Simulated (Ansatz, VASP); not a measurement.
**KTaO3: VASP beside Ansatz**

```
K Ta O
1.0
     4.04540    0.00000    0.00000
     0.00000    4.04540    0.00000
     0.00000    0.00000    4.04540
K Ta O
1 1 3
Cartesian
  2.0227 2.0227 2.0227
  0.0000 0.0000 0.0000
  0.0000 2.0227 0.0000
  0.0000 0.0000 2.0227
  2.0227 0.0000 0.0000
```

Alike in both runs: task single point; functional PBEsol; k mesh 8 × 8 × 8; occupations gaussian, width 0.02 eV; no spin polarisation.

```csv
,VASP,Ansatz
version,VASP 6.6.1,Ansatz 0.2.0
potentials or method,"VASP PAW PBE potentials, release 64 (K_sv, Ta_pv, O), cutoff 520 eV","scalar-relativistic, plane waves, PAW"
valence electrons in the cell,38,40
```

Ansatz gave:

| Property | Result |
| --- | --- |
| gap on the k mesh at the Fermi level (eV) | 2.04 |
| least direct gap on the mesh (eV) | 2.67 |
| pressure (GPa) | -8.2 |

Q: Estimate VASP's values.

A: gap on the k mesh at the Fermi level (eV): 2.00; least direct gap on the mesh (eV): 2.63; pressure (GPa): -7.7.

VASP's potentials were made for PBE, not for PBEsol. VASP's potentials hold 38 valence electrons a cell and Ansatz's 40, so a difference there can come from the potentials and not from the codes.

Neither program's run includes spin-orbit coupling.
